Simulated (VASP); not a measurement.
# Si (a cell with a defect) in VASP: a series of runs

Si (a cell with a defect) is run at these levels: PBE+D3(BJ); tasks: single point, relaxation of the atoms.

All numbers are computed with VASP 6.6.1; they aren't measurements. Logs are shortened: lines on timing, memory, paths and dates and some standing lists are left out, and cuts for length are marked.

## Step 1: The cell of the first run

The cell holds a defect, 17 atoms: a = 7.679 Å, b = 7.679 Å, c = 7.679 Å, α = 60.00°, β = 60.00°, γ = 60.00°.

## Step 2: Single point, PBE+D3(BJ)

Contents of INCAR:

```
PREC = Accurate ; ENCUT = 520
EDIFF = 1E-6 ; ISMEAR = 0
SIGMA = 0.05 ; LREAL = Auto
LASPH = T ; NELM = 80
ALGO = Normal ; ISIF = 2
LWAVE = F ; LCHARG = F
GGA = PE ; IVDW = 12
NBANDS = 48
```

Contents of KPOINTS:

```
regular mesh
0
Gamma
  2 2 2
```

Contents of POSCAR:

```
Si
1.0
    0.0000000000      5.4300000000      5.4300000000
    5.4300000000      0.0000000000      5.4300000000
    5.4300000000      5.4300000000      0.0000000000
Si
17
Direct
    0.0015493554      0.0028598527     -0.0071604052
    0.1275932781      0.1282256906      0.1216531308
    0.0013006446      0.0023726519      0.5018518416
    0.1235341621      0.1263802026      0.6242371087
   -0.0012269797      0.5005923573      0.0001229282
    0.1275724678      0.6226708103      0.1215811234
    0.0011666667      0.4950165746      0.5017001842
    0.1275810313      0.6223408840      0.6279537753
    0.4998375691     -0.0011093923      0.0003856354
    0.6210273481      0.1286313996      0.1217266114
    0.4921186004      0.0029436464      0.5021309392
    0.6210022099      0.1283261510      0.6280933702
    0.4998045120      0.5009199816      0.0003374770
    0.6248536832      0.6250210866      0.1250671271
    0.4997121547      0.5007007366      0.4989727440
    0.6209593002      0.6227502762      0.6280392265
    0.8734509208      0.8764555249      0.3742074586
```

Potentials or basis: VASP PAW PBE potentials, release 64 (Si).

Launch:

```
cat potpaw_PBE.64/Si/POTCAR > POTCAR
mpirun -np 1 vasp_std > vasp.out
```

OUTCAR:

```text
PREC = Accurate
   ENCUT = 520
   EDIFF = 1E-6
   ISMEAR = 0
   LREAL = Auto
   LASPH = T
   NELM = 80
   ISIF = 2
   GGA = PE
   IVDW = 12
 IVDW          = 12

 ion  position               nearest neighbor table
   1  0.002  0.003  0.993-   4 2.31   6 2.38   2 2.38  10 2.39  17 2.39
   2  0.128  0.128  0.122-   9 2.33   5 2.33   3 2.38   1 2.38  17 2.75
   3  0.001  0.002  0.502-   4 2.31   8 2.38   2 2.38  12 2.38  17 2.39
   4  0.124  0.126  0.624-  11 2.31   1 2.31   3 2.31   7 2.31
   5  0.999  0.501  0.000-   8 2.33   6 2.33   2 2.33  14 2.34
   6  0.128  0.623  0.122-  13 2.33   5 2.33   7 2.38   1 2.38  17 2.75
   7  0.001  0.495  0.502-   4 2.31   8 2.38   6 2.38  16 2.38  17 2.39
   8  0.128  0.622  0.628-  15 2.33   5 2.33   7 2.38   3 2.38  17 2.76
   9  0.500  0.999  0.000-   2 2.33  10 2.33  12 2.33  14 2.34
  10  0.621  0.129  0.122-   9 2.33  13 2.33  11 2.39   1 2.39  17 2.74
  11  0.492  0.003  0.502-   4 2.31  16 2.38  12 2.38  10 2.39  17 2.39
  12  0.621  0.128  0.628-   9 2.33  15 2.34  11 2.38   3 2.38  17 2.75
  13  0.500  0.501  0.000-   6 2.33  10 2.33  16 2.33  14 2.34
  14  0.625  0.625  0.125-   9 2.34  13 2.34  15 2.34   5 2.34
  15  0.500  0.501  0.499-   8 2.33  16 2.33  12 2.34  14 2.34
  16  0.621  0.623  0.628-  13 2.33  15 2.33  11 2.38   7 2.38  17 2.75
  17  0.873  0.876  0.374-  11 2.39   1 2.39   3 2.39   7 2.39  10 2.74  12 2.75   2 2.75  16 2.75
                             6 2.75   8 2.76

  LATTYP: Found a face centered cubic cell.
 ALAT       =    10.8600000000

  Lattice vectors:

 A1 = (   0.0000000000,   5.4300000000,   5.4300000000)
 A2 = (   5.4300000000,   0.0000000000,   5.4300000000)
 A3 = (   5.4300000000,   5.4300000000,   0.0000000000)

Analysis of symmetry for initial positions (statically):
=====================================================================
 Subroutine PRICEL returns:
 Original cell was already a primitive cell.

 Routine SETGRP: Setting up the symmetry group for a
 face centered cubic supercell.

 Subroutine GETGRP returns: Found  1 space group operations
 (whereof  1 operations were pure point group operations)
 out of a pool of 48 trial point group operations.

The static configuration has the point symmetry C_1 .

Analysis of symmetry for dynamics (positions and initial velocities):
=====================================================================
 Subroutine PRICEL returns:
 Original cell was already a primitive cell.

 Routine SETGRP: Setting up the symmetry group for a
 face centered cubic supercell.

 Subroutine GETGRP returns: Found  1 space group operations
 (whereof  1 operations were pure point group operations)
 out of a pool of 48 trial point group operations.

The dynamic configuration has the point symmetry C_1 .

 Subroutine INISYM returns: Found  1 space group operations
 (whereof  1 operations are pure point group operations),
 and found     1 'primitive' translations

----------------------------------------------------------------------------------------

                                     Primitive cell

  volume of cell :     320.2060

  direct lattice vectors                    reciprocal lattice vectors
     0.000000000  5.430000000  5.430000000    -0.092081031  0.092081031  0.092081031
     5.430000000  0.000000000  5.430000000     0.092081031 -0.092081031  0.092081031
     5.430000000  5.430000000  0.000000000     0.092081031  0.092081031 -0.092081031

  length of vectors
     7.679179644  7.679179644  7.679179644     0.159489025  0.159489025  0.159489025

  position of ions in fractional coordinates (direct lattice)
     0.001549355  0.002859853  0.992839595
     0.127593278  0.128225691  0.121653131
     0.001300645  0.002372652  0.501851842
     0.123534162  0.126380203  0.624237109
     0.998773020  0.500592357  0.000122928
     0.127572468  0.622670810  0.121581123
[... 9 lines left out ...]
     0.620959300  0.622750276  0.628039227
     0.873450921  0.876455525  0.374207459

  ion indices of the primitive-cell ions
   primitive index   ion index
                 1           1
                 2           2
                 3           3
                 4           4
                 5           5
                 6           6
[... 9 lines left out ...]
                16          16
                17          17

----------------------------------------------------------------------------------------

 KPOINTS: regular mesh

Automatic generation of k-mesh.
 Grid dimensions read from file:
 generate k-points for:    2    2    2

 Generating k-lattice:

  Cartesian coordinates                     Fractional coordinates (reciprocal lattice)
    -0.046040516  0.046040516  0.046040516     0.500000000  0.000000000  0.000000000
     0.046040516 -0.046040516  0.046040516     0.000000000  0.500000000  0.000000000
     0.046040516  0.046040516 -0.046040516     0.000000000  0.000000000  0.500000000

  Length of vectors
     0.079744512  0.079744512  0.079744512

  Shift w.r.t. Gamma in fractional coordinates (k-lattice)
     0.000000000  0.000000000  0.000000000

 Subroutine IBZKPT returns following result:
 ===========================================

 Found      8 irreducible k-points:

 Following reciprocal coordinates:
            Coordinates               Weight
  0.000000  0.000000  0.000000      1.000000
  0.500000  0.000000  0.000000      1.000000
  0.000000  0.500000  0.000000      1.000000
  0.000000  0.000000  0.500000      1.000000
  0.500000  0.500000  0.500000      1.000000
  0.500000  0.500000  0.000000      1.000000
  0.000000  0.500000  0.500000      1.000000
  0.500000  0.000000  0.500000      1.000000
   k-points           NKPTS =      8   k-points in BZ     NKDIM =      8   number of bands    NBANDS=     48
   number of dos      NEDOS =    301   number of ions     NIONS =     17
   total plane-waves  NPLWV = 216000
   dimension x,y,z NGX =    60 NGY =   60 NGZ =   60
   dimension x,y,z NGXF=   120 NGYF=  120 NGZF=  120
   ions per type =              17
   NGX,Y,Z   is equivalent  to a cutoff of  12.99, 12.99, 12.99 a.u.
   NGXF,Y,Z  is equivalent  to a cutoff of  25.98, 25.98, 25.98 a.u.
 SYSTEM =  unknown system
   PREC   = accura    normal or accurate (medium, high low for compatibility)
   ISTART =      0    job   : 0-new  1-cont  2-samecut
   ICHARG =      2    charge: 1-file 2-atom 10-const
   ISPIN  =      1    spin polarized calculation?
   LNONCOLLINEAR =      F non collinear calculations
   LSORBIT =      F    spin-orbit coupling
   LASPH  =      T    aspherical Exc in radial PAW
   ENCUT  =  520.0 eV  38.22 Ry    6.18 a.u.  14.28 14.28 14.28*2*pi/ulx,y,z
   NELM   =     80;   NELMIN=  2; NELMDL= -5     # of ELM steps
   EDIFF  = 0.1E-05   stopping-criterion for ELM
   LREAL  =      T    real-space projection
   EDIFFG = 0.1E-04   stopping-criterion for IOM
   NSW    =      0    number of steps for IOM
   IBRION =     -1    ionic relax: 0-MD 1-quasi-New 2-CG
   NFREE  =      0    steps in history (QN), initial steepest desc. (CG)
   ISIF   =      2    stress and relaxation
   ISYM   =      2    0-nonsym 1-usesym 2-fastsym
   POTIM  = 0.5000    time-step for ionic-motion
   TEBEG  =    0.0;   TEEND  =   0.0 temperature during run
   PSTRESS=    0.0 pullay stress
   NELECT =      68.0000    total number of electrons
   NUPDOWN=      -1.0000    fix difference up-down
   EMIN   =  10.00;   EMAX   =-10.00  energy-range for DOS
   EFERMI =   0.00;   METHOD = LEGACY
   ISMEAR =     0;   SIGMA  =   0.05  broadening in eV -4-tet -1-fermi 0-gaus
   EFERMI_NEDOS =   21; number of points for ismear=-14 and -15
   IALGO  =     38    algorithm
   IMIX   =      4    mixing-type and parameters
     AMIX     =   0.40;   BMIX     =  1.00
     AMIX_MAG =   1.60;   BMIX_MAG =  1.00
  volume/ion in A,a.u.               =      18.84       127.11
  Fermi-wavevector in a.u.,A,eV,Ry     =   0.976715  1.845724 12.979587  0.953973
  Thomas-Fermi vector in A             =   2.107356
   LORBIT       =      0    0 simple, 1 ext, 2 COOP (PROOUT), +10 PAW based schemes
   GGA     = PE    functional components
   LHFCALC =     F    Hartree Fock is set to
   AEXX    =    0.0000 exact exchange contribution
   IVDW    =    12    specifies the selected vdW correction
   LEPSILON=     F    determine dielectric tensor
   LRPA    =     F    only Hartree local field effects (RPA)
 non-spin polarized calculation
 Gauss-broadening in eV      SIGMA  =   0.05
  energy-cutoff  :      520.00
  volume of cell :      320.21
 maximum number of plane-waves:      8646
 NGX is ok and might be reduce to    60
   NGX = 29   NGY = 29   NGZ = 29

 number of electron      68.0000001 magnetization

 Free energy of the ion-electron system (eV)
  ---------------------------------------------------
  ext. energy  EPLUGINS =         0.00000000
  ---------------------------------------------------
  free energy    TOTEN  =       -87.99573585 eV

  energy without entropy =      -87.98582756  energy(sigma->0) =      -87.99078170

 E-fermi :   6.9096     XC(G=0):  -9.6743

 val. band max:        6.6792577340   @ k =   0.0000   0.0000   0.0000
 cond. band min:       6.9249461472   @ k =   0.5000   0.0000   0.5000
 fundamental gap:      0.2456884132
 Fermi energy:         6.9095860520

 k-point     1 :       0.0000    0.0000    0.0000
  band No.  band energies     occupation
      1      -6.3183      2.00000
      2      -3.7717      2.00000
      3      -3.6299      2.00000
      4      -3.6279      2.00000
      5      -3.6270      2.00000
      6      -2.8066      2.00000
[... 38 lines left out ...]
     45       8.1223      0.00000
     46       9.0609      0.00000

 k-point     2 :       0.5000    0.0000    0.0000
  band No.  band energies     occupation
      1      -5.9158      2.00000
      2      -4.9569      2.00000
      3      -3.5703      2.00000
      4      -3.4260      2.00000
      5      -3.4239      2.00000
      6      -2.9553      2.00000
[... 286 lines left out ...]
 k-point     8 :       0.5000    0.0000    0.5000
  band No.  band energies     occupation
      1      -5.7830      2.00000
      2      -4.7232      2.00000
      3      -3.9923      2.00000
      4      -3.8789      2.00000
      5      -3.8769      2.00000
      6      -3.6252      2.00000
[... 38 lines left out ...]
     45      10.1199      0.00000
     46      10.1288      0.00000
 [bands above 46 left out]

------------------------ aborting loop because EDIFF is reached ----------------------------------------

 Edisp (eV)   -5.64336

 E8    (eV) :    -2.3345

  FORCE on cell =-STRESS in cart. coord.  units (eV):
  Direction    XX          YY          ZZ          XY          YZ          ZX
  --------------------------------------------------------------------------------------
  -------------------------------------------------------------------------------------
  Total       4.78261     4.77895     4.78508     0.00537     0.00009    -0.00348
  in kB      23.93018    23.91189    23.94254     0.02686     0.00047    -0.01741
  external pressure =       23.93 kB  Pullay stress =        0.00 kB

 VOLUME and BASIS-vectors are now :
 -----------------------------------------------------------------------------
  energy-cutoff  :      520.00
  volume of cell :      320.21
      direct lattice vectors                 reciprocal lattice vectors
     0.000000000  5.430000000  5.430000000    -0.092081031  0.092081031  0.092081031
     5.430000000  0.000000000  5.430000000     0.092081031 -0.092081031  0.092081031
     5.430000000  5.430000000  0.000000000     0.092081031  0.092081031 -0.092081031

 POSITION                                       TOTAL-FORCE (eV/Angst)
 -----------------------------------------------------------------------------------
      5.40665      5.39953      0.02394         0.004137     -0.004275     -0.004552
      1.35684      1.35341      1.38910         0.006157     -0.003982     -0.015819
      2.73794      2.73212      0.01995         0.008302      0.003404      0.004837
      4.07585      4.06040      1.35704        -0.000037      0.000637     -0.001357
      2.71888      5.42401      8.14155         0.019862     -0.010136     -0.021465
      4.04129      1.35290      4.07382         0.018492     -0.003795     -0.005358
[... 9 lines left out ...]
      6.79179      6.78206      6.75334        -0.006484     -0.000399      0.016365
      6.79110      6.77479      9.50199        -0.001785      0.003030      0.000319
 -----------------------------------------------------------------------------------
    total drift:                               -0.005173      0.006148      0.003149

  FREE ENERGIE OF THE ION-ELECTRON SYSTEM (eV)
  ---------------------------------------------------
  free  energy   TOTEN  =       -93.6390923905 eV

  energy  without entropy=      -93.6291840991  energy(sigma->0) =      -93.63413824
```

Wall time 2.3 min (1 thread of AMD EPYC 9R45 (Zen 5), shared host); peak memory 0.43 GiB.

What came out:

```
Free energy                : -93.6391 eV
Pressure                   : 2.4 GPa
Largest force              : 0.031 eV/Å
Band gap on the k mesh     : zero (bands 34 and 35 overlap by 0.25 eV)
Dispersion energy per atom : -0.332 eV
```

Forces on the atoms (eV/Å):
```
Si   0.004 -0.004 -0.005
Si   0.006 -0.004 -0.016
Si   0.008  0.003  0.005
Si   0.000  0.001 -0.001
Si   0.020 -0.010 -0.021
Si   0.018 -0.004 -0.005
Si  -0.007  0.006 -0.010
Si   0.002 -0.031 -0.001
Si  -0.015  0.014 -0.012
Si  -0.002  0.023  0.004
Si  -0.002 -0.002  0.003
Si  -0.016  0.000  0.008
Si   0.012  0.015  0.016
Si   0.001 -0.003 -0.001
Si  -0.021 -0.006  0.021
Si  -0.006  0.000  0.016
Si  -0.002  0.003  0.000
```

Caveat: the k points lie up to 0.50 Å⁻¹ apart.

## Step 3: Relaxation of the atoms, PBE+D3(BJ)

Contents of INCAR:

```
PREC = Accurate
ENCUT = 520
EDIFF = 1E-6
ISMEAR = 0
SIGMA = 0.05
LREAL = Auto
LASPH = T
NELM = 100
ALGO = Normal
ISIF = 2
LWAVE = F
LCHARG = F
GGA = PE
IVDW = 12
IBRION = 2
NSW = 80
EDIFFG = -0.03
```

KPOINTS is that of step 2.

Contents of POSCAR:

```
Si
1.0
    0.0000000000      5.4300000000      5.4300000000
    5.4300000000      0.0000000000      5.4300000000
    5.4300000000      5.4300000000      0.0000000000
Si
17
Direct
    0.0000000000      0.0000000000      0.0000000000
    0.1250000000      0.1250000000      0.1250000000
    0.0000000000      0.0000000000      0.5000000000
    0.1250000000      0.1250000000      0.6250000000
    0.0000000000      0.5000000000      0.0000000000
    0.1250000000      0.6250000000      0.1250000000
    0.0000000000      0.5000000000      0.5000000000
    0.1250000000      0.6250000000      0.6250000000
    0.5000000000      0.0000000000      0.0000000000
    0.6250000000      0.1250000000      0.1250000000
    0.5000000000      0.0000000000      0.5000000000
    0.6250000000      0.1250000000      0.6250000000
    0.5000000000      0.5000000000      0.0000000000
    0.6250000000      0.6250000000      0.1250000000
    0.5000000000      0.5000000000      0.5000000000
    0.6250000000      0.6250000000      0.6250000000
    0.7482876200      0.7403159200      0.7563220100
```

Potentials or basis: VASP PAW PBE potentials, release 64 (Si).

Launch:

```
cat potpaw_PBE.64/Si/POTCAR > POTCAR
mpirun -np 1 vasp_std > vasp.out
```

It took 11 min on 1 thread of Intel Xeon Platinum 8259CL at 2.50GHz (Skylake/Cascade Lake), shared host; peak memory 0.54 GiB.

Results (log left out):

| Item | Value |
| --- | --- |
| Free energy | -93.6388 eV |
| Energy gained by relaxing | 8.2 meV/atom |
| Ionic steps | 7 |
| Pressure after relaxing | 2.4 GPa |
| Largest force after relaxing | 0.028 eV/Å |
| Band gap on the k mesh | zero (bands 34 and 35 overlap by 0.25 eV) |
| Dispersion energy per atom | -0.332 eV |

Forces on the atoms (eV/Å):
```
Si   0.000 -0.001  0.003
Si   0.000 -0.005  0.003
Si  -0.007  0.006 -0.008
Si   0.006  0.001  0.002
Si   0.011 -0.011 -0.003
Si  -0.008  0.008 -0.005
Si   0.011 -0.011 -0.002
Si  -0.017  0.018  0.001
Si  -0.008  0.017 -0.013
Si   0.006 -0.006  0.002
Si  -0.016  0.008 -0.011
Si   0.018 -0.017  0.012
Si   0.003 -0.001  0.012
Si  -0.008  0.002 -0.008
Si   0.006 -0.005  0.009
Si  -0.005  0.005 -0.012
Si   0.008 -0.008  0.019
```

Step by step:
```csv
step,energy change (eV),largest force (eV/Å),pressure (GPa)
1,0.0000,1.1295,2.91
2,-0.1333,0.1814,2.40
3,-0.1337,0.1879,2.38
4,-0.1376,0.0972,2.37
5,-0.1378,0.1009,2.37
6,-0.1388,0.0485,2.38
7,-0.1389,0.0275,2.39
```

Final structure:
```
CELL_PARAMETERS angstrom
0.00000 5.43000 5.43000
5.43000 0.00000 5.43000
5.43000 5.43000 0.00000
ATOMIC_POSITIONS crystal
Si 0.00001 0.00012 0.99993
Si 0.12460 0.12443 0.12473
Si 0.00303 0.00280 0.49709
Si 0.12461 0.12445 0.62622
Si 0.00296 0.49684 0.00323
Si 0.12438 0.62658 0.12453
Si 0.00297 0.49685 0.49699
Si 0.13090 0.62312 0.62299
Si 0.49697 0.00275 0.00324
Si 0.62638 0.12434 0.12465
Si 0.49698 0.00276 0.49706
Si 0.62368 0.12898 0.62367
Si 0.49685 0.49680 0.00320
Si 0.62237 0.62247 0.13285
Si 0.49961 0.49759 0.50154
Si 0.62247 0.62256 0.62243
Si 0.74952 0.74688 0.75198
```

Levels at points of the mesh, in eV from the Fermi level:
```
           k point  band 31  band 32  band 33  band 34  band 35  band 36  band 37  band 38
(0.00, 0.00, 0.00)    -0.82    -0.82    -0.82    -0.25    -0.23    -0.23     0.09     0.09
(0.50, 0.00, 0.00)    -1.56    -1.43    -1.43    -0.34     0.52     0.55     0.90     0.90
(0.00, 0.50, 0.00)    -1.57    -1.43    -1.43    -0.34     0.53     0.54     0.90     0.90
(0.00, 0.00, 0.50)    -1.57    -1.43    -1.43    -0.34     0.53     0.55     0.90     0.90
(0.50, 0.50, 0.50)    -1.57    -1.43    -1.43    -0.34     0.53     0.55     0.90     0.90
(0.50, 0.50, 0.00)    -2.02    -1.89    -0.99     0.02     0.72     1.02     1.03     1.15
(0.00, 0.50, 0.50)    -2.02    -1.89    -0.99     0.02     0.71     1.02     1.03     1.15
(0.50, 0.00, 0.50)    -2.02    -1.89    -0.99     0.02     0.71     1.02     1.03     1.15
```

Caveat: the k points lie up to 0.50 Å⁻¹ apart.

The gap in the log of VASP goes by the Fermi energy; the results here count the filled bands.